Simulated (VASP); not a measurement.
**In3O2: single point with PBE**

The system is In3O2.

```
In O
1.0
     1.69524    0.97874    9.57133
    -1.69524    0.97874    9.57133
     0.00000   -1.95749    9.57133
In O
3 2
Direct
  0.00000 0.00000 0.00000
  0.21167 0.21167 0.21167
  0.78833 0.78833 0.78833
  0.42038 0.42038 0.42038
  0.57962 0.57962 0.57962
```

```
Program                : VASP 6.6.1
Task                   : single point
Functional             : PBE
Potentials or basis    : VASP PAW PBE potentials, release 64 (In_d, O)
Cutoff                 : 520 eV
k mesh                 : 12 × 12 × 12
Occupations            : gaussian, width 0.1 eV
Spin                   : no spin polarisation
Dipole correction      : no
Further INCAR settings : ALGO = Normal; EDIFF = 1e-07; NBANDS = 34
```

```json
{
 "Pressure": "0.1 GPa",
 "Largest force": "0.041 eV/Å",
 "Band gap on the k mesh": "zero (an odd number of electrons rules out a gap without spin polarisation)"
}
```

Forces in eV/Å, atoms in the order of the input:
```
In   0.000  0.000  0.000
In   0.000  0.000 -0.039
In   0.000  0.000  0.039
O    0.000  0.000 -0.041
O    0.000  0.000  0.041
```

Stress tensor (GPa, compression positive):
```
0.20 0.00 0.00
0.00 0.20 0.00
0.00 0.00 0.01
```

Levels at points of the mesh, in eV from the Fermi level:
| k point | band 22 | band 23 | band 24 | band 25 | band 26 | band 27 | band 28 | band 29 |
| --- | --- | --- | --- | --- | --- | --- | --- | --- |
| (0.00, 0.00, 0.00) | -3.04 | -3.03 | -3.03 | -1.95 | -1.84 | 2.12 | 2.71 | 7.39 |
| (0.50, 0.00, 0.00) | -3.80 | -3.69 | -2.93 | -1.59 | -1.56 | -0.09 | 2.94 | 3.22 |
| (0.50, 0.50, 0.00) | -3.82 | -3.67 | -2.86 | -2.06 | -1.04 | -0.27 | 2.78 | 3.41 |
| (0.50, 0.50, 0.50) | -3.05 | -3.05 | -3.02 | -3.02 | -0.36 | 0.62 | 4.16 | 6.32 |

It took 63 min on 1 thread of Intel(R) Xeon(R) Platinum 8488C (Sapphire Rapids), with other jobs on the host, peak memory 1.2 GiB.

Caveat: spin-orbit coupling is left out, which moves the levels of the heavy elements; an odd number of electrons without spin polarisation forces a metal; a magnetic or distorted state may lie lower.
